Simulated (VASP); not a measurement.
Here is a VASP 6.6.1 calculation.

File INCAR:

```
SYSTEM = Pt
  PREC = Accurate
  ENCUT = 520
  EDIFF = 1E-6
  ISMEAR = 0
  SIGMA = 0.15
  LREAL = .FALSE.
  LASPH = .TRUE.
  NELM = 100
  ALGO = Normal
  ISIF = 2
  LWAVE = .FALSE.
  LCHARG = .FALSE.
  GGA = PS
  NBANDS = 11
```

File KPOINTS:

```
regular mesh
0
G
  20 20 20
  0 0 0
```

POSCAR

```
Pt
1.0
    0.0000000000      1.9872685000      1.8991630000
    1.9872685000      0.0000000000      1.8991630000
    1.9872685000      1.9872685000      0.0000000000
Pt
1
Direct
    0.0000000000      0.0000000000      0.0000000000
```

Potentials or basis: VASP PAW PBE potentials, release 64 (Pt).

Run with:

```sh
$ cat potpaw_PBE.64/Pt/POTCAR > POTCAR
$ mpirun -np 1 vasp_std > vasp.out
```

What does it give for the pressure?

0.6 GPa.

What does it give for the band gap on the k mesh?

Zero (band 5 reaches 11.89 eV, above the bottom of band 6 at 9.47 eV).

Stress tensor (GPa, compression positive):
```
-0.67  0.00  0.00
 0.00 -0.67  0.00
 0.00  0.00  3.09
```

Caveat: the cell differs from its parent crystal (strain +0.015 along x and y, -0.030 along z); the PAW data sets were made with another functional, which shifts forces and pressure a little; spin-orbit coupling is left out, which moves the levels of the heavy elements.
